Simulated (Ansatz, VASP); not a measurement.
# Two plane-wave programs on MoS2

POSCAR

```
MoS2
1.0
    1.5800000000      0.9122134253      6.1500000000
   -1.5800000000      0.9122134253      6.1500000000
    0.0000000000     -1.8244268506      6.1500000000
Mo S
1 2
Direct
    0.0000000000      0.0000000000      0.0000000000
    0.4170000000      0.4170000000      0.4170000000
    0.2500000000      0.2500000000      0.2500000000
```

The input INCAR.step1:

```
SYSTEM = MoS2
  PREC = Accurate
  ENCUT = 520
  ISMEAR = 0
  SIGMA = 0.01
  LREAL = .FALSE.
  LASPH = .TRUE.
  NELM = 100
  NBANDS = 20
  GGA = PE
  ALGO = Normal
  EDIFF = 1E-4
  LWAVE = .TRUE.
  LCHARG = .FALSE.
```

INCAR.step2

```
SYSTEM = MoS2
  PREC = Accurate
  ENCUT = 520
  EDIFF = 1E-7
  ISMEAR = 0
  SIGMA = 0.01
  LREAL = .FALSE.
  LASPH = .TRUE.
  NELM = 100
  ALGO = Normal
  ISIF = 2
  LWAVE = .FALSE.
  LCHARG = .FALSE.
  METAGGA = R2SCAN
  LMIXTAU = .TRUE.
  NBANDS = 20
  ISTART = 1
```

Contents of KPOINTS:

```
regular mesh
0
G
  10 10 10
  0 0 0
```

File input.yaml:

```yaml
crystal:
  lattice:
    - [1.58, 0.9122134253, 6.15]
    - [-1.58, 0.9122134253, 6.15]
    - [0.0, -1.8244268506, 6.15]
  atoms:
    - { symbol: Mo, position: [0.0, 0.0, 0.0] }
    - { symbol: S, position: [0.417, 0.417, 0.417] }
    - { symbol: S, position: [0.25, 0.25, 0.25] }
kpoints:
  mp_grid: { grid: [10, 10, 10] }
  band_path:
    path:
      - [0.0, 0.0, 0.0]
      - [0.5, 0.5, 0.5]
      - [0.818665991, 0.181334009, 0.5]
      - [0.5, -0.181334009, 0.181334009]
      - [0.5, 0.0, 0.0]
      - [0.3406670045, -0.3406670045, 0.0]
      - [0.6593329955, 0.0, 0.3406670045]
      - [0.5, 0.0, 0.5]
      - [0.0, 0.179688, -0.182292]
      - [0.5, -0.1632006081, 0.1632006081]
    npoints: 1
hamiltonian:
  xc: r2scan
scf:
  occupations: { method: fixed }
  n_extra_bands: 4
output:
  forces: true
  stress: true
  eigenvalues: true
```

Alike in both runs: functional r2SCAN; k mesh 10 × 10 × 10; no spin polarisation.

|  | VASP | Ansatz |
| --- | --- | --- |
| version | VASP 6.6.1 | Ansatz 0.2.0 |
| potentials or method | VASP PAW PBE potentials, release 64 (Mo_sv, S) | Ansatz PAW |
| plane-wave cutoff (eV) | 520 | 500 |
| occupations | gaussian, width 0.01 eV | fixed |
| valence electrons in the cell | 26 | 26 |
| task | single point | band structure |

|  | VASP | Ansatz | Ansatz less VASP |
| --- | --- | --- | --- |
| gap on the k mesh at the Fermi level (eV) | 1.07 | 1.06 | -0.014 |
| least direct gap on the mesh (eV) | 2.08 | 2.07 | -0.008 |
| pressure (GPa) | 4.2 | 4.2 | -0.05 |
| traceless stress, the component that is largest in VASP (GPa) | 0.53 | 0.60 | +0.065 |
| rms of the force components (eV/Å) | 0.156 | 0.155 | -0.0015 |

VASP's potentials were made for PBE, not for r2SCAN. Atom by atom the forces differ by 0.002 eV/Å (rms over components).
